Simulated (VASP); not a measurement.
# Br (Cmce) in VASP: single point with r2SCAN

Aim: the single point of Br with r2SCAN.

Program: VASP 6.6.1. These are calculated values, not measurements. Logs are shortened: lines on timing, memory, paths and dates and some standing lists are left out, and cuts for length are marked.

## Step 1: The cell of the first run

The structure is orthorhombic, space group Cmce (No. 64). The conventional cell has a = 6.424 Å, b = 4.595 Å, c = 8.523 Å, α = 90.00°, β = 90.00°, γ = 90.00°. Br (site symmetry m) has 1 Br at 2.08 Å within 2.8 Å.

## Step 2: Single point, r2SCAN

File POSCAR:

```
Br
1.0
    3.2118940000      2.2972940000      0.0000000000
    3.2118940000     -2.2972940000      0.0000000000
    0.0000000000      0.0000000000     -8.5232030000
Br
4
Direct
    0.1237000000      0.8763000000      0.8975000000
    0.3763000000      0.6237000000      0.3975000000
    0.8763000000      0.1237000000      0.1025000000
    0.6237000000      0.3763000000      0.6025000000
```

File INCAR.step1:

```
SYSTEM = Br
PREC = Accurate ; ENCUT = 520
ISMEAR = -1 ; SIGMA = 0.0578
LREAL = .FALSE. ; LASPH = .TRUE.
NELM = 100 ; NBANDS = 22
GGA = PE ; ALGO = Normal
EDIFF = 1E-4 ; LWAVE = .TRUE.
LCHARG = .FALSE.
```

File INCAR.step2:

```
SYSTEM = Br
PREC = Accurate ; ENCUT = 520
EDIFF = 1E-6 ; ISMEAR = -1
SIGMA = 0.0578 ; LREAL = .FALSE.
LASPH = .TRUE. ; NELM = 100
ALGO = Normal ; ISIF = 2
LWAVE = .FALSE. ; LCHARG = .FALSE.
METAGGA = R2SCAN ; LMIXTAU = .TRUE.
NBANDS = 22 ; ISTART = 1
```

File KPOINTS:

```
Automatic mesh
0
G
  7 7 3
  0 0 0
```

Potentials or basis: VASP PAW PBE potentials, release 64 (Br).

On the command line:

```
$ cat potpaw_PBE.64/Br/POTCAR > POTCAR
$ cp INCAR.step1 INCAR
$ mpirun -np 1 vasp_std > vasp.out
$ cp INCAR.step2 INCAR
$ mpirun -np 1 vasp_std > vasp.out
```

OUTCAR:

```text
SYSTEM = Br
   PREC = Accurate
   ENCUT = 520
   EDIFF = 1E-6
   ISMEAR = -1
   LREAL = .FALSE.
   LASPH = .TRUE.
   NELM = 100
   ISIF = 2
   METAGGA = R2SCAN
   ISTART = 1

 ion  position               nearest neighbor table
   1  0.124  0.876  0.898-   3 2.08
   2  0.376  0.624  0.398-   4 2.08
   3  0.876  0.124  0.102-   1 2.08
   4  0.624  0.376  0.602-   2 2.08

  LATTYP: Found a base centered orthorhombic cell.
 ALAT       =     4.5945880000
 B/A-ratio  =     1.3981205714
 C/A-ratio  =     1.8550527273

  Lattice vectors:

 A1 = (  -3.2118940000,   2.2972940000,   0.0000000000)
 A2 = (   3.2118940000,   2.2972940000,   0.0000000000)
 A3 = (   0.0000000000,   0.0000000000,  -8.5232030000)

Analysis of symmetry for initial positions (statically):
=====================================================================
 Subroutine PRICEL returns:
 Original cell was already a primitive cell.

 Routine SETGRP: Setting up the symmetry group for a
 base centered orthorhombic supercell.

 Subroutine GETGRP returns: Found  8 space group operations
 (whereof  4 operations were pure point group operations)
 out of a pool of  8 trial point group operations.

The static configuration has the point symmetry C_2h.
 The point group associated with its full space group is D_2h.

Analysis of symmetry for dynamics (positions and initial velocities):
=====================================================================
 Subroutine PRICEL returns:
 Original cell was already a primitive cell.

 Routine SETGRP: Setting up the symmetry group for a
 base centered orthorhombic supercell.

 Subroutine GETGRP returns: Found  8 space group operations
 (whereof  4 operations were pure point group operations)
 out of a pool of  8 trial point group operations.

The dynamic configuration has the point symmetry C_2h.
 The point group associated with its full space group is D_2h.

 Subroutine INISYM returns: Found  8 space group operations
 (whereof  4 operations are pure point group operations),
 and found     1 'primitive' translations

----------------------------------------------------------------------------------------

                                     Primitive cell

  volume of cell :     125.7797

  direct lattice vectors                    reciprocal lattice vectors
     3.211894000  2.297294000  0.000000000     0.155671389  0.217647371  0.000000000
     3.211894000 -2.297294000  0.000000000     0.155671389 -0.217647371  0.000000000
     0.000000000  0.000000000 -8.523203000     0.000000000  0.000000000 -0.117326784

  length of vectors
     3.948901466  3.948901466  8.523203000     0.267589162  0.267589162  0.117326784

  position of ions in fractional coordinates (direct lattice)
     0.123700000  0.876300000  0.897500000
     0.376300000  0.623700000  0.397500000
     0.876300000  0.123700000  0.102500000
     0.623700000  0.376300000  0.602500000

  ion indices of the primitive-cell ions
   primitive index   ion index
                 1           1
                 2           2
                 3           3
                 4           4

----------------------------------------------------------------------------------------

 KPOINTS: Automatic mesh

Automatic generation of k-mesh.
 Grid dimensions read from file:
 generate k-points for:    7    7    3

 Generating k-lattice:

  Cartesian coordinates                     Fractional coordinates (reciprocal lattice)
     0.022238770  0.031092482  0.000000000     0.142857143 -0.000000000  0.000000000
     0.022238770 -0.031092482  0.000000000    -0.000000000  0.142857143  0.000000000
     0.000000000  0.000000000 -0.039108928     0.000000000  0.000000000  0.333333333

  Length of vectors
     0.038227023  0.038227023  0.039108928

  Shift w.r.t. Gamma in fractional coordinates (k-lattice)
     0.000000000  0.000000000  0.000000000

 Subroutine IBZKPT returns following result:
 ===========================================

 Found     32 irreducible k-points:

 Following reciprocal coordinates:
            Coordinates               Weight
  0.000000  0.000000  0.000000      1.000000
  0.142857  0.000000  0.000000      4.000000
  0.285714  0.000000  0.000000      4.000000
  0.428571  0.000000  0.000000      4.000000
  0.142857  0.142857  0.000000      2.000000
  0.285714  0.142857  0.000000      4.000000
[... 16 lines left out ...]
  0.428571  0.142857  0.333333      8.000000
 -0.428571  0.142857  0.333333      8.000000
 [... further k-points ...]
   k-points           NKPTS =     32   k-points in BZ     NKDIM =     32   number of bands    NBANDS=     22
   number of dos      NEDOS =    301   number of ions     NIONS =      4
   total plane-waves  NPLWV =  57600
   dimension x,y,z NGX =    30 NGY =   30 NGZ =   64
   dimension x,y,z NGXF=    60 NGYF=   60 NGZF=  128
   ions per type =               4
   NGX,Y,Z   is equivalent  to a cutoff of  12.63, 12.63, 12.48 a.u.
   NGXF,Y,Z  is equivalent  to a cutoff of  25.26, 25.26, 24.97 a.u.
 SYSTEM =  Br
   PREC   = accura    normal or accurate (medium, high low for compatibility)
   ISTART =      1    job   : 0-new  1-cont  2-samecut
   ICHARG =      0    charge: 1-file 2-atom 10-const
   ISPIN  =      1    spin polarized calculation?
   LNONCOLLINEAR =      F non collinear calculations
   LSORBIT =      F    spin-orbit coupling
   LASPH  =      T    aspherical Exc in radial PAW
   ENCUT  =  520.0 eV  38.22 Ry    6.18 a.u.   7.34  7.34 15.85*2*pi/ulx,y,z
   NELM   =    100;   NELMIN=  2; NELMDL=  0     # of ELM steps
   EDIFF  = 0.1E-05   stopping-criterion for ELM
   LREAL  =      F    real-space projection
   EDIFFG = 0.1E-04   stopping-criterion for IOM
   NSW    =      0    number of steps for IOM
   IBRION =     -1    ionic relax: 0-MD 1-quasi-New 2-CG
   NFREE  =      0    steps in history (QN), initial steepest desc. (CG)
   ISIF   =      2    stress and relaxation
   ISYM   =      2    0-nonsym 1-usesym 2-fastsym
   POTIM  = 0.5000    time-step for ionic-motion
   TEBEG  =    0.0;   TEEND  =   0.0 temperature during run
   PSTRESS=    0.0 pullay stress
   NELECT =      28.0000    total number of electrons
   NUPDOWN=      -1.0000    fix difference up-down
   EMIN   =  10.00;   EMAX   =-10.00  energy-range for DOS
   EFERMI =   0.00;   METHOD = LEGACY
   ISMEAR =    -1;   SIGMA  =   0.06  broadening in eV -4-tet -1-fermi 0-gaus
   EFERMI_NEDOS =   21; number of points for ismear=-14 and -15
   IALGO  =     38    algorithm
   IMIX   =      4    mixing-type and parameters
     AMIX     =   0.40;   BMIX     =  1.00
     AMIX_MAG =   1.60;   BMIX_MAG =  1.00
  volume/ion in A,a.u.               =      31.44       212.20
  Fermi-wavevector in a.u.,A,eV,Ry     =   0.992180  1.874949 13.393873  0.984422
  Thomas-Fermi vector in A             =   2.123974
   LORBIT       =      0    0 simple, 1 ext, 2 COOP (PROOUT), +10 PAW based schemes
   METAGGA = R2SCAN    functional components
   LHFCALC =     F    Hartree Fock is set to
   AEXX    =    0.0000 exact exchange contribution
   IVDW    =     0    specifies the selected vdW correction
   LEPSILON=     F    determine dielectric tensor
   LRPA    =     F    only Hartree local field effects (RPA)
 non-spin polarized calculation
  energy-cutoff  :      520.00
  volume of cell :      125.78
 maximum number of plane-waves:      3407
 NGX is ok and might be reduce to    30
   NGX = 15   NGY = 15   NGZ = 31

 number of electron      28.0000003 magnetization

 Free energy of the ion-electron system (eV)
  ---------------------------------------------------
  ext. energy  EPLUGINS =         0.00000000
  ---------------------------------------------------
  free energy    TOTEN  =       -51.90306824 eV

  energy without entropy =      -51.90306824  energy(sigma->0) =      -51.90306824

 E-fermi :   1.5029     XC(G=0):  -8.5603

 val. band max:        0.1444141177   @ k =   0.0000   0.0000   0.0000
 cond. band min:       3.2465753961   @ k =   0.1429   0.0000   0.0000
 fundamental gap:      3.1021612784
 Fermi energy:         1.5029470708

 k-point     1 :       0.0000    0.0000    0.0000
  band No.  band energies     occupation
      1     -17.8840      2.00000
      2     -17.6555      2.00000
      3     -13.3049      2.00000
      4     -12.5692      2.00000
      5      -5.7945      2.00000
      6      -4.5781      2.00000
[... 14 lines left out ...]
     21       9.5762      0.00000
     22      10.1500      0.00000

 k-point     2 :       0.1429    0.0000    0.0000
  band No.  band energies     occupation
      1     -17.8432      2.00000
      2     -17.6354      2.00000
      3     -13.2679      2.00000
      4     -12.6085      2.00000
      5      -5.7878      2.00000
      6      -4.6495      2.00000
[... 14 lines left out ...]
     21       9.5407      0.00000
     22      10.0640      0.00000

 k-point     3 :       0.2857    0.0000    0.0000
  band No.  band energies     occupation
      1     -17.7427      2.00000
      2     -17.5955      2.00000
      3     -13.1681      2.00000
      4     -12.7182      2.00000
      5      -5.7549      2.00000
      6      -4.9002      2.00000
[... 14 lines left out ...]
     21       9.7183      0.00000
     22      10.8549      0.00000

 k-point     4 :       0.4286    0.0000    0.0000
  band No.  band energies     occupation
      1     -17.6377      2.00000
      2     -17.5841      2.00000
      3     -13.0289      2.00000
      4     -12.8704      2.00000
      5      -5.6223      2.00000
      6      -5.3051      2.00000
[... 14 lines left out ...]
     21      10.2187      0.00000
     22      11.1976      0.00000

 k-point     5 :       0.1429    0.1429    0.0000
  band No.  band energies     occupation
      1     -17.8346      2.00000
      2     -17.6179      2.00000
      3     -13.2591      2.00000
      4     -12.5718      2.00000
      5      -5.7574      2.00000
      6      -4.6304      2.00000
[... 417 lines left out ...]
 k-point    22 :       0.2857    0.1429    0.3333
  band No.  band energies     occupation
      1     -17.7163      2.00000
      2     -17.6238      2.00000
      3     -13.0501      2.00000
      4     -12.7655      2.00000
      5      -5.5142      2.00000
      6      -5.0408      2.00000
[... 14 lines left out ...]
     21       9.8322      0.00000
     22      10.0777      0.00000

 k-point    23 :       0.4286    0.1429    0.3333
  band No.  band energies     occupation
      1     -17.6351      2.00000
      2     -17.5774      2.00000
      3     -13.0014      2.00000
      4     -12.8325      2.00000
      5      -5.4745      2.00000
      6      -5.1368      2.00000
[... 14 lines left out ...]
     21       9.6772      0.00000
     22      10.1833      0.00000

 k-point    24 :      -0.4286    0.1429    0.3333
  band No.  band energies     occupation
      1     -17.5929      2.00000
      2     -17.5833      2.00000
      3     -12.9518      2.00000
      4     -12.9282      2.00000
      5      -5.3394      2.00000
      6      -5.3003      2.00000
[... 14 lines left out ...]
     21      10.1218      0.00000
     22      10.3846      0.00000

 [... further k-points ...]
[... 5 lines left out ...]
  --------------------------------------------------------------------------------------
  -------------------------------------------------------------------------------------
  Total        0.6049745      6.8861283     15.9382342      0.0000000     -0.0000000      0.0000000
  in kB        7.7061428     87.7152451    203.0206328      0.0000000     -0.0000000      0.0000000
  external PRESSURE =      99.4806736 kB  Pullay stress =       0.0000000 kB

 VOLUME and BASIS-vectors are now :
 -----------------------------------------------------------------------------
  energy-cutoff  :      520.00
  volume of cell :      125.78
      direct lattice vectors                 reciprocal lattice vectors
     3.211894000  2.297294000  0.000000000     0.155671389  0.217647371  0.000000000
     3.211894000 -2.297294000  0.000000000     0.155671389 -0.217647371  0.000000000
     0.000000000  0.000000000 -8.523203000     0.000000000  0.000000000 -0.117326784

 POSITION                                       TOTAL-FORCE (eV/Angst)
 -----------------------------------------------------------------------------------
      3.21189     -1.72894     -7.64957         0.000000      2.872464      4.413817
      3.21189     -0.56835     -3.38797         0.000000     -2.872464      4.413817
      3.21189      1.72894     -0.87363         0.000000     -2.872464     -4.413817
      3.21189      0.56835     -5.13523         0.000000      2.872464     -4.413817
 -----------------------------------------------------------------------------------
    total drift:                               -0.000000      0.000000      0.000000

  FREE ENERGIE OF THE ION-ELECTRON SYSTEM (eV)
  ---------------------------------------------------
  free  energy   TOTEN  =       -51.9030682450 eV

  energy  without entropy=      -51.9030682449  energy(sigma->0) =      -51.90306824
```

Run time: 2.8 min. Hardware: 1 thread of Intel Xeon Platinum 8488C (Sapphire Rapids), shared host; peak memory 0.27 GiB.

Results:

| Item | Value |
| --- | --- |
| Free energy | -51.9031 eV |
| Pressure | 9.9 GPa |
| Largest force | 5.266 eV/Å |
| Band gap on the k mesh | 3.10 eV |

Forces in eV/Å, atoms in the order of the input:
```
Br   0.000  2.872  4.414
Br   0.000 -2.872  4.414
Br   0.000 -2.872 -4.414
Br   0.000  2.872 -4.414
```

Stress tensor (GPa, compression positive):
```
 0.77  0.00  0.00
 0.00  8.77  0.00
 0.00  0.00 20.30
```

Levels at points of the mesh, in eV from the valence-band top:
| k point | band 11 | band 12 | band 13 | band 14 | band 15 | band 16 | band 17 | band 18 |
| --- | --- | --- | --- | --- | --- | --- | --- | --- |
| (0.00, 0.00, 0.00) | -0.92 | -0.44 | -0.15 | 0.00 | 3.10 | 4.05 | 6.46 | 6.68 |

Caveat: the cell stands under pressure; the PAW data sets were made with another functional, which shifts forces and pressure a little; an odd mesh through Γ misses points on the zone boundary, where band edges can lie.
